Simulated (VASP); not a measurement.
# Ag2O (Pn-3m) in VASP: a series of runs

Runs on Ag2O. Level: PBE. Tasks: single point.

Program: VASP 6.6.1. These are calculated values, not measurements. Logs are shortened: lines on timing, memory, paths and dates and some standing lists are left out, and cuts for length are marked.

**1. The cell of the first run**

The structure is cubic, space group Pn-3m (No. 224). The conventional cell has a = 4.908 Å, b = 4.908 Å, c = 4.908 Å, α = 90.00°, β = 90.00°, γ = 90.00°. Ag (site symmetry -3m) has 2 O at 2.13 Å within 2.8 Å. O (site symmetry -43m) has 4 Ag at 2.13 Å within 2.8 Å.

**2. Single point, PBE (equal strain along all axes, cell held: +2.0 %)**

Contents of INCAR:

```
PREC = Accurate
ENCUT = 600
EDIFF = 1E-6
ISMEAR = 0
SIGMA = 0.1
LREAL = F
LASPH = T
NELM = 120
ALGO = Normal
ISIF = 2
LWAVE = F
LCHARG = T
GGA = PE
LELF = T
LVHAR = T
NBANDS = 37
GGA_COMPAT = F
```

Contents of KPOINTS:

```
Automatic mesh
0
Gamma
  8 8 8
```

Contents of POSCAR:

```
Ag2O
1.0
    4.9082981388      0.0000000000      0.0000000000
    0.0000000000      4.9082981388      0.0000000000
    0.0000000000      0.0000000000      4.9082981388
Ag O
4 2
Direct
    0.7500000000      0.7500000000      0.7500000000
    0.7500000000      0.2500000000      0.2500000000
    0.2500000000      0.2500000000      0.7500000000
    0.2500000000      0.7500000000      0.2500000000
    0.0000000000      0.0000000000      0.0000000000
    0.5000000000      0.5000000000      0.5000000000
```

Potentials or basis: VASP PAW PBE potentials, release 64 (Ag, O).

On the command line:

```console
$ cat potpaw_PBE.64/Ag/POTCAR potpaw_PBE.64/O/POTCAR > POTCAR
$ mpirun -np 1 vasp_std > vasp.out
```

OUTCAR:

```text
PREC = Accurate
   ENCUT = 600
   EDIFF = 1E-6
   ISMEAR = 0
   LREAL = F
   LASPH = T
   NELM = 120
   ISIF = 2
   GGA = PE

 ion  position               nearest neighbor table
   1  0.750  0.750  0.750-   5 2.13   6 2.13   4 3.47   2 3.47   3 3.47   2 3.47   4 3.47   2 3.47
                             3 3.47   2 3.47   3 3.47   4 3.47   4 3.47   3 3.47
   2  0.750  0.250  0.250-   5 2.13   6 2.13   4 3.47   1 3.47   3 3.47   1 3.47   3 3.47   1 3.47
                             4 3.47   1 3.47   3 3.47   4 3.47   3 3.47   4 3.47
   3  0.250  0.250  0.750-   5 2.13   6 2.13   4 3.47   1 3.47   2 3.47   2 3.47   4 3.47   1 3.47
                             4 3.47   4 3.47   1 3.47   2 3.47   2 3.47   1 3.47
   4  0.250  0.750  0.250-   5 2.13   6 2.13   3 3.47   1 3.47   2 3.47   1 3.47   3 3.47   2 3.47
                             3 3.47   3 3.47   1 3.47   2 3.47   1 3.47   2 3.47
   5  0.000  0.000  0.000-   1 2.13   2 2.13   3 2.13   4 2.13
   6  0.500  0.500  0.500-   1 2.13   2 2.13   3 2.13   4 2.13

  LATTYP: Found a simple cubic cell.
 ALAT       =     4.9082981388

  Lattice vectors:

 A1 = (   4.9082981388,   0.0000000000,   0.0000000000)
 A2 = (   0.0000000000,   4.9082981388,   0.0000000000)
 A3 = (   0.0000000000,   0.0000000000,   4.9082981388)

Analysis of symmetry for initial positions (statically):
=====================================================================
 Subroutine PRICEL returns:
 Original cell was already a primitive cell.

 Routine SETGRP: Setting up the symmetry group for a
 simple cubic supercell.

 Subroutine GETGRP returns: Found 48 space group operations
 (whereof 24 operations were pure point group operations)
 out of a pool of 48 trial point group operations.

The static configuration has the point symmetry T_d .
 The point group associated with its full space group is O_h .

Analysis of symmetry for dynamics (positions and initial velocities):
=====================================================================
 Subroutine PRICEL returns:
 Original cell was already a primitive cell.

 Routine SETGRP: Setting up the symmetry group for a
 simple cubic supercell.

 Subroutine GETGRP returns: Found 48 space group operations
 (whereof 24 operations were pure point group operations)
 out of a pool of 48 trial point group operations.

The dynamic configuration has the point symmetry T_d .
 The point group associated with its full space group is O_h .

 Subroutine INISYM returns: Found 48 space group operations
 (whereof 24 operations are pure point group operations),
 and found     1 'primitive' translations

----------------------------------------------------------------------------------------

                                     Primitive cell

  volume of cell :     118.2477

  direct lattice vectors                    reciprocal lattice vectors
     4.908298139  0.000000000  0.000000000     0.203736605  0.000000000  0.000000000
     0.000000000  4.908298139  0.000000000     0.000000000  0.203736605  0.000000000
     0.000000000  0.000000000  4.908298139     0.000000000  0.000000000  0.203736605

  length of vectors
     4.908298139  4.908298139  4.908298139     0.203736605  0.203736605  0.203736605

  position of ions in fractional coordinates (direct lattice)
     0.750000000  0.750000000  0.750000000
     0.750000000  0.250000000  0.250000000
     0.250000000  0.250000000  0.750000000
     0.250000000  0.750000000  0.250000000
     0.000000000  0.000000000  0.000000000
     0.500000000  0.500000000  0.500000000

  ion indices of the primitive-cell ions
   primitive index   ion index
                 1           1
                 2           2
                 3           3
                 4           4
                 5           5
                 6           6

----------------------------------------------------------------------------------------

 KPOINTS: Automatic mesh

Automatic generation of k-mesh.
 Grid dimensions read from file:
 generate k-points for:    8    8    8

 Generating k-lattice:

  Cartesian coordinates                     Fractional coordinates (reciprocal lattice)
     0.025467076  0.000000000  0.000000000     0.125000000  0.000000000  0.000000000
     0.000000000  0.025467076  0.000000000     0.000000000  0.125000000  0.000000000
     0.000000000  0.000000000  0.025467076     0.000000000  0.000000000  0.125000000

  Length of vectors
     0.025467076  0.025467076  0.025467076

  Shift w.r.t. Gamma in fractional coordinates (k-lattice)
     0.000000000  0.000000000  0.000000000

 Subroutine IBZKPT returns following result:
 ===========================================

 Found     35 irreducible k-points:

 Following reciprocal coordinates:
            Coordinates               Weight
  0.000000  0.000000  0.000000      1.000000
  0.125000  0.000000  0.000000      6.000000
  0.250000  0.000000  0.000000      6.000000
  0.375000  0.000000  0.000000      6.000000
  0.500000  0.000000  0.000000      3.000000
  0.125000  0.125000  0.000000     12.000000
[... 16 lines left out ...]
  0.375000  0.375000  0.125000     24.000000
  0.500000  0.375000  0.125000     24.000000
 [... further k-points ...]
   k-points           NKPTS =     35   k-points in BZ     NKDIM =     35   number of bands    NBANDS=     37
   number of dos      NEDOS =    301   number of ions     NIONS =      6
   total plane-waves  NPLWV =  64000
   dimension x,y,z NGX =    40 NGY =   40 NGZ =   40
   dimension x,y,z NGXF=    80 NGYF=   80 NGZF=   80
   ions per type =               4   2
   NGX,Y,Z   is equivalent  to a cutoff of  13.55, 13.55, 13.55 a.u.
   NGXF,Y,Z  is equivalent  to a cutoff of  27.10, 27.10, 27.10 a.u.
 SYSTEM =  unknown system
   PREC   = accura    normal or accurate (medium, high low for compatibility)
   ISTART =      0    job   : 0-new  1-cont  2-samecut
   ICHARG =      2    charge: 1-file 2-atom 10-const
   ISPIN  =      1    spin polarized calculation?
   LNONCOLLINEAR =      F non collinear calculations
   LSORBIT =      F    spin-orbit coupling
   LASPH  =      T    aspherical Exc in radial PAW
   ENCUT  =  600.0 eV  44.10 Ry    6.64 a.u.   9.80  9.80  9.80*2*pi/ulx,y,z
   NELM   =    120;   NELMIN=  2; NELMDL= -5     # of ELM steps
   EDIFF  = 0.1E-05   stopping-criterion for ELM
   LREAL  =      F    real-space projection
   EDIFFG = 0.1E-04   stopping-criterion for IOM
   NSW    =      0    number of steps for IOM
   IBRION =     -1    ionic relax: 0-MD 1-quasi-New 2-CG
   NFREE  =      0    steps in history (QN), initial steepest desc. (CG)
   ISIF   =      2    stress and relaxation
   ISYM   =      2    0-nonsym 1-usesym 2-fastsym
   POTIM  = 0.5000    time-step for ionic-motion
   TEBEG  =    0.0;   TEEND  =   0.0 temperature during run
   PSTRESS=    0.0 pullay stress
   NELECT =      56.0000    total number of electrons
   NUPDOWN=      -1.0000    fix difference up-down
   EMIN   =  10.00;   EMAX   =-10.00  energy-range for DOS
   EFERMI =   0.00;   METHOD = LEGACY
   ISMEAR =     0;   SIGMA  =   0.10  broadening in eV -4-tet -1-fermi 0-gaus
   EFERMI_NEDOS =   21; number of points for ismear=-14 and -15
   IALGO  =     38    algorithm
   IMIX   =      4    mixing-type and parameters
     AMIX     =   0.40;   BMIX     =  1.00
     AMIX_MAG =   1.60;   BMIX_MAG =  1.00
  volume/ion in A,a.u.               =      19.71       133.00
  Fermi-wavevector in a.u.,A,eV,Ry     =   1.276066  2.411416 22.154981  1.628345
  Thomas-Fermi vector in A             =   2.408743
   LORBIT       =      0    0 simple, 1 ext, 2 COOP (PROOUT), +10 PAW based schemes
   GGA     = PE    functional components
   LHFCALC =     F    Hartree Fock is set to
   AEXX    =    0.0000 exact exchange contribution
   IVDW    =     0    specifies the selected vdW correction
   LEPSILON=     F    determine dielectric tensor
   LRPA    =     F    only Hartree local field effects (RPA)
 non-spin polarized calculation
 Gauss-broadening in eV      SIGMA  =   0.10
  energy-cutoff  :      600.00
  volume of cell :      118.25
 maximum number of plane-waves:      3968
 NGX is ok and might be reduce to    40
   NGX = 19   NGY = 19   NGZ = 19

 number of electron      56.0000001 magnetization

 Free energy of the ion-electron system (eV)
  ---------------------------------------------------
  ext. energy  EPLUGINS =         0.00000000
  ---------------------------------------------------
  free energy    TOTEN  =       -21.38403347 eV

  energy without entropy =      -21.38220514  energy(sigma->0) =      -21.38311930

 E-fermi :   3.3578     XC(G=0):  -9.8934

 val. band max:        3.3114687422   @ k =   0.0000   0.0000   0.0000
 cond. band min:       3.3990005482   @ k =   0.1250   0.0000   0.0000
 fundamental gap:      0.0875318060
 Fermi energy:         3.3578328956

 k-point     1 :       0.0000    0.0000    0.0000
  band No.  band energies     occupation
      1     -14.6019      2.00000
      2     -14.1162      2.00000
      3      -2.5075      2.00000
      4      -2.5075      2.00000
      5      -2.5075      2.00000
      6      -0.5727      2.00000
[... 29 lines left out ...]
     36      11.8466      0.00000
     37      11.8466      0.00000

 k-point     2 :       0.1250    0.0000    0.0000
  band No.  band energies     occupation
      1     -14.5840      2.00000
      2     -14.1354      2.00000
      3      -2.4622      2.00000
      4      -2.4622      2.00000
      5      -2.4453      2.00000
      6      -0.5103      2.00000
[... 29 lines left out ...]
     36      11.6546      0.00000
     37      11.6546      0.00000

 k-point     3 :       0.2500    0.0000    0.0000
  band No.  band energies     occupation
      1     -14.5329      2.00000
      2     -14.1896      2.00000
      3      -2.3342      2.00000
      4      -2.3342      2.00000
      5      -2.2622      2.00000
      6      -0.7202      2.00000
[... 29 lines left out ...]
     36      11.2726      0.00000
     37      11.2726      0.00000

 k-point     4 :       0.3750    0.0000    0.0000
  band No.  band energies     occupation
      1     -14.4556      2.00000
      2     -14.2699      2.00000
      3      -2.1595      2.00000
      4      -2.1595      2.00000
      5      -1.9700      2.00000
      6      -1.1497      2.00000
[... 29 lines left out ...]
     36      10.9658      0.00000
     37      10.9658      0.00000
[... 683 lines left out ...]
      1     -14.4170      2.00000
      2     -14.3033      2.00000
      3      -2.1823      2.00000
      4      -2.1685      2.00000
      5      -1.7865      2.00000
      6      -1.3126      2.00000
[... 29 lines left out ...]
     36      11.7336      0.00000
     37      12.7474      0.00000

 k-point    23 :       0.3750    0.3750    0.1250
  band No.  band energies     occupation
      1     -14.4350      2.00000
      2     -14.2828      2.00000
      3      -2.2694      2.00000
      4      -2.1800      2.00000
      5      -1.8081      2.00000
      6      -1.3012      2.00000
[... 29 lines left out ...]
     36      12.0168      0.00000
     37      12.3272      0.00000

 k-point    24 :       0.5000    0.3750    0.1250
  band No.  band energies     occupation
      1     -14.4326      2.00000
      2     -14.2840      2.00000
      3      -2.2248      2.00000
      4      -2.2206      2.00000
      5      -1.8610      2.00000
      6      -1.2276      2.00000
[... 29 lines left out ...]
     36      11.7426      0.00000
     37      12.4152      0.00000

 [... further k-points ...]

------------------------ aborting loop because EDIFF is reached ----------------------------------------

  FORCE on cell =-STRESS in cart. coord.  units (eV):
  Direction    XX          YY          ZZ          XY          YZ          ZX
  --------------------------------------------------------------------------------------
  -------------------------------------------------------------------------------------
  Total       -2.7215961     -2.7215961     -2.7215961     -0.0000000      0.0000000     -0.0000000
  in kB      -36.8757998    -36.8757998    -36.8757998     -0.0000000      0.0000000     -0.0000000
  external PRESSURE =     -36.8757998 kB  Pullay stress =       0.0000000 kB

 VOLUME and BASIS-vectors are now :
 -----------------------------------------------------------------------------
  energy-cutoff  :      600.00
  volume of cell :      118.25
      direct lattice vectors                 reciprocal lattice vectors
     4.908298139  0.000000000  0.000000000     0.203736605  0.000000000  0.000000000
     0.000000000  4.908298139  0.000000000     0.000000000  0.203736605  0.000000000
     0.000000000  0.000000000  4.908298139     0.000000000  0.000000000  0.203736605

 POSITION                                       TOTAL-FORCE (eV/Angst)
 -----------------------------------------------------------------------------------
      3.68122      3.68122      3.68122        -0.000000      0.000000     -0.000000
      3.68122      1.22707      1.22707        -0.000000     -0.000000      0.000000
      1.22707      1.22707      3.68122        -0.000000      0.000000      0.000000
      1.22707      3.68122      1.22707         0.000000      0.000000     -0.000000
      0.00000      0.00000      0.00000         0.000000      0.000000     -0.000000
      2.45415      2.45415      2.45415         0.000000      0.000000      0.000000
 -----------------------------------------------------------------------------------
    total drift:                                0.000000      0.000000      0.000000

  FREE ENERGIE OF THE ION-ELECTRON SYSTEM (eV)
  ---------------------------------------------------
  free  energy   TOTEN  =       -21.3840334705 eV

  energy  without entropy=      -21.3822051361  energy(sigma->0) =      -21.38311930
```

It took 70 s on 1 thread of Intel Xeon 6975P-C (Granite Rapids), shared host; peak memory 0.32 GiB.

Results:

```yaml
Free_energy: -21.3840 eV
Pressure: -3.7 GPa
Band_gap_on_the_k_mesh: zero (filled and empty bands touch)
```

Levels at points of the mesh, in eV from the Fermi level:
| k point | band 24 | band 25 | band 26 | band 27 | band 28 | band 29 | band 30 | band 31 | band 32 | band 33 |
| --- | --- | --- | --- | --- | --- | --- | --- | --- | --- | --- |
| (0.00, 0.00, 0.00) | -2.42 | -2.42 | -0.16 | -0.05 | -0.05 | -0.05 | 2.40 | 2.40 | 6.70 | 6.70 |
| (0.50, 0.00, 0.00) | -2.25 | -1.39 | -1.39 | -0.43 | -0.43 | 1.92 | 1.92 | 4.79 | 4.79 | 6.44 |
| (0.50, 0.50, 0.00) | -1.74 | -1.41 | -1.41 | -0.73 | -0.73 | 2.10 | 2.10 | 3.60 | 3.60 | 6.53 |
| (0.50, 0.50, 0.50) | -2.49 | -1.74 | -0.64 | -0.64 | -0.64 | 2.85 | 2.85 | 2.85 | 4.52 | 4.52 |

Caveat: the cell differs from its parent crystal (equal strain along all axes, cell held: +2.0 %); the cell stands under tension.

**3. Single point, PBE (equal strain along all axes, cell held: +4.0 %)**

Edit INCAR of step 2 so:

```diff
@@ -11,6 +11,4 @@
 LWAVE = F
-LCHARG = T
+LCHARG = F
 GGA = PE
-LELF = T
-LVHAR = T
 NBANDS = 37
```

KPOINTS is that of step 2.

Edit POSCAR of step 2 so:

```diff
@@ -2,5 +2,5 @@
 1.0
-    4.9082981388      0.0000000000      0.0000000000
-    0.0000000000      4.9082981388      0.0000000000
-    0.0000000000      0.0000000000      4.9082981388
+    5.0045392787      0.0000000000      0.0000000000
+    0.0000000000      5.0045392787      0.0000000000
+    0.0000000000      0.0000000000      5.0045392787
 Ag O
```

Potentials or basis: VASP PAW PBE potentials, release 64 (Ag, O).

On the command line:

```console
$ cat potpaw_PBE.64/Ag/POTCAR potpaw_PBE.64/O/POTCAR > POTCAR
$ mpirun -np 1 vasp_std > vasp.out
```

Wall time 76 s (1 thread of Intel Xeon 6975P-C (Granite Rapids), shared host); peak memory 0.32 GiB.

It converged, with:

```yaml
Free_energy: -21.1689 eV
Pressure: -6.2 GPa
Band_gap_on_the_k_mesh: zero (filled and empty bands touch)
```

Levels at points of the mesh, in eV from the Fermi level:
```
           k point  band 25  band 26  band 27  band 28  band 29  band 30  band 31  band 32
(0.00, 0.00, 0.00)    -2.29    -0.20    -0.04    -0.04    -0.04     2.59     2.59     6.44
(0.50, 0.00, 0.00)    -1.26    -1.26    -0.38    -0.38     1.88     1.88     4.83     4.83
(0.50, 0.50, 0.00)    -1.27    -1.27    -0.66    -0.66     2.13     2.13     3.55     3.55
(0.50, 0.50, 0.50)    -1.70    -0.58    -0.58    -0.58     3.01     3.01     3.01     4.38
```

Caveat: the cell differs from its parent crystal (equal strain along all axes, cell held: +4.0 %); the cell stands under tension.

**4. Single point, PBE (equal strain along all axes, cell held: +6.0 %)**

INCAR is that of step 3.

Contents of KPOINTS:

```
regular mesh
0
Gamma
  8 8 8
```

Edit POSCAR of step 3 so:

```diff
@@ -2,5 +2,5 @@
 1.0
-    5.0045392787      0.0000000000      0.0000000000
-    0.0000000000      5.0045392787      0.0000000000
-    0.0000000000      0.0000000000      5.0045392787
+    5.1007804187      0.0000000000      0.0000000000
+    0.0000000000      5.1007804187      0.0000000000
+    0.0000000000      0.0000000000      5.1007804187
 Ag O
```

On the command line:

```console
$ cat potpaw_PBE.64/Ag/POTCAR potpaw_PBE.64/O/POTCAR > POTCAR
$ mpirun -np 1 vasp_std > vasp.out
```

It took 98 s on 1 thread of Intel Xeon 6975P-C (Granite Rapids), shared host; peak memory 0.35 GiB.

The run converged. Its results:

- Free energy: -20.8499 eV
- Pressure: -7.9 GPa
- Band gap on the k mesh: zero (filled and empty bands touch)

Levels at points of the mesh, in eV from the Fermi level:
```tsv
k point	band 25	band 26	band 27	band 28	band 29	band 30	band 31	band 32
(0.00, 0.00, 0.00)	-2.18	-0.23	-0.03	-0.03	-0.03	2.76	2.76	6.19
(0.50, 0.00, 0.00)	-1.14	-1.14	-0.34	-0.34	1.84	1.84	4.86	4.86
(0.50, 0.50, 0.00)	-1.15	-1.15	-0.60	-0.60	2.15	2.15	3.50	3.50
(0.50, 0.50, 0.50)	-1.66	-0.54	-0.54	-0.54	3.14	3.14	3.14	4.24
```

Caveat: the cell differs from its parent crystal (equal strain along all axes, cell held: +6.0 %); the cell stands under tension.

**5. Single point, PBE (equal strain along all axes, cell held: -6.0 %)**

Contents of INCAR:

```
PREC = Accurate
ENCUT = 600
EDIFF = 1E-6
ISMEAR = 0
SIGMA = 0.1
LREAL = False
LASPH = True
NELM = 120
ALGO = Normal
ISIF = 2
LWAVE = False
LCHARG = True
GGA = PE
LELF = True
LVHAR = True
NBANDS = 37
GGA_COMPAT = False
```

KPOINTS is that of step 4.

Edit POSCAR of step 4 so:

```diff
@@ -2,5 +2,5 @@
 1.0
-    5.1007804187      0.0000000000      0.0000000000
-    0.0000000000      5.1007804187      0.0000000000
-    0.0000000000      0.0000000000      5.1007804187
+    4.5233335789      0.0000000000      0.0000000000
+    0.0000000000      4.5233335789      0.0000000000
+    0.0000000000      0.0000000000      4.5233335789
 Ag O
```

On the command line:

```console
$ cat potpaw_PBE.64/Ag/POTCAR potpaw_PBE.64/O/POTCAR > POTCAR
$ mpirun -np 1 vasp_std > vasp.out
```

Run time: 57 s. Hardware: 1 thread of Intel Xeon 6975P-C (Granite Rapids), shared host; peak memory 0.27 GiB.

Results (log left out):

| Property | Result |
| --- | --- |
| Free energy | -20.4376 eV |
| Pressure | 20.8 GPa |
| Band gap on the k mesh | 0.28 eV |

Levels at points of the mesh, in eV from the valence-band top:
| k point | band 25 | band 26 | band 27 | band 28 | band 29 | band 30 | band 31 | band 32 |
| --- | --- | --- | --- | --- | --- | --- | --- | --- |
| (0.00, 0.00, 0.00) | -3.04 | 0.00 | 0.00 | 0.00 | 0.28 | 1.47 | 1.47 | 7.91 |
| (0.50, 0.00, 0.00) | -1.97 | -1.97 | -0.60 | -0.60 | 2.28 | 2.28 | 4.63 | 4.63 |
| (0.50, 0.50, 0.00) | -1.99 | -1.99 | -1.02 | -1.02 | 2.05 | 2.05 | 3.85 | 3.85 |
| (0.50, 0.50, 0.50) | -1.83 | -0.83 | -0.83 | -0.83 | 2.13 | 2.13 | 2.13 | 5.27 |

Caveat: the cell differs from its parent crystal (equal strain along all axes, cell held: -6.0 %); the cell stands under pressure. A k mesh can miss the band edges.

**6. The runs side by side**

```csv
cell,gap on the mesh (eV),pressure (GPa)
"a = 4.908 Å, 6 atoms",none,-3.7
"a = 5.005 Å, 6 atoms",none,-6.2
"a = 5.101 Å, 6 atoms",none,-7.9
"a = 4.523 Å, 6 atoms",0.28,20.8
```

Alike in all rows: task single point; level PBE; potentials or basis VASP PAW PBE potentials, release 64 (Ag, O); no spin polarisation; k mesh 8 × 8 × 8; cutoff (eV) 600; smearing gaussian 0.1 eV.

Caveats: the cell stands under tension (at least some runs); the cell stands under pressure (at least some runs).

Absolute energies hang on the potentials; compare differences alone.
